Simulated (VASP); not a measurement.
A run of VASP 6.6.1 is set up as follows.

INCAR

```
ALGO = Normal ; EDIFF = 1E-6
EDIFFG = -0.001 ; ENCUT = 600
GGA = PE ; IBRION = 2
ISIF = 3 ; ISMEAR = 0
LASPH = True ; LCHARG = False
LREAL = False ; LWAVE = False
NELM = 100 ; NSW = 80
PREC = Accurate ; SIGMA = 0.02
```

File KPOINTS:

```
k-points
0
Gamma
  12 12 12
```

The input POSCAR:

```
GaAs
1.0
    0.0000000000      2.8726922683      2.8726922683
    2.8726922683      0.0000000000      2.8726922683
    2.8726922683      2.8726922683      0.0000000000
Ga As
1 1
Direct
    0.0000000000      0.0000000000      0.0000000000
    0.7500000000      0.7500000000      0.7500000000
```

Potentials or basis: VASP PAW PBE potentials, release 64 (Ga_d, As).

The run is started by

```console
$ cat potpaw_PBE.64/Ga_d/POTCAR potpaw_PBE.64/As/POTCAR > POTCAR
$ mpirun -np 1 vasp_std > vasp.out
```

Task: Estimate the relaxed cell.

Result: a = 4.066 Å, b = 4.066 Å, c = 4.066 Å, α = 60.00°, β = 60.00°, γ = 60.00°.

Task: What does it give for the space group after relaxing (to 0.05 Å)?

Result: F-43m (No. 216).

Task: Estimate the relaxed volume.

Result: 23.77 Å³/atom.

Task: What does it give for the band gap on the k mesh?

Result: 0.14 eV, direct.

Final structure:
```xyz
2
Lattice="0.0000 2.8753 2.8753 2.8753 0.0000 2.8753 2.8753 2.8753 0.0000" Properties=species:S:1:pos:R:3 pbc="T T T"
Ga    0.0000    0.0000    0.0000
As    4.3130    4.3130    4.3130
```
